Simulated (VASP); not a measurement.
Write the native input for VASP 6.6.1 that does the following.

```yaml
Task: single point
Functional: PBE
Potentials_or_basis: VASP PAW PBE potentials, release 64 (Mg, S)
Cutoff: 520 eV
k_mesh: 6 × 6 × 6
Occupations: gaussian, width 0.01 eV
Spin: no spin polarisation
Dipole_correction: no
Further_INCAR_settings: ALGO = Normal; EDIFF = 1e-06; NBANDS = 11
```

The structure of MgS lies in POSCAR:

```
MgS
1.0
    0.0000000000      2.8484709016      2.8484709016
    2.8484709016      0.0000000000      2.8484709016
    2.8484709016      2.8484709016      0.0000000000
Mg S
1 1
Direct
    0.0000000000      0.0000000000      0.0000000000
    0.2500000000      0.2500000000      0.2500000000
```

One way to write it, as run:

INCAR

```
PREC     = Accurate       # precision mode
ENCUT    = 520            # plane-wave cutoff, eV
EDIFF    = 1E-6           # SCF threshold, eV
ISMEAR   = 0              # smearing method
SIGMA    = 0.01           # smearing width, eV
LREAL    = F              # projectors in reciprocal space
LASPH    = T              # aspherical terms in the spheres
NELM     = 100            # most SCF steps
ALGO     = Normal         # electronic algorithm
ISIF     = 2              # what is computed and relaxed
LWAVE    = F              # write WAVECAR
LCHARG   = F              # write CHGCAR
GGA      = PE             # functional
NBANDS   = 11             # bands
```

KPOINTS

```
Automatic mesh
0
Gamma
  6 6 6
```

Potentials or basis: VASP PAW PBE potentials, release 64 (Mg, S).

Launch:

```bash
$ cat potpaw_PBE.64/Mg/POTCAR potpaw_PBE.64/S/POTCAR > POTCAR
$ mpirun -np 1 vasp_std > vasp.out
```

It gave:

```yaml
Pressure: -0.1 GPa
Band_gap_on_the_k_mesh: 3.37 eV, direct
```

Run time: 7 s on 1 thread of Intel(R) Xeon(R) 6975P-C (Granite Rapids), with other jobs on the host, peak memory 0.16 GiB.
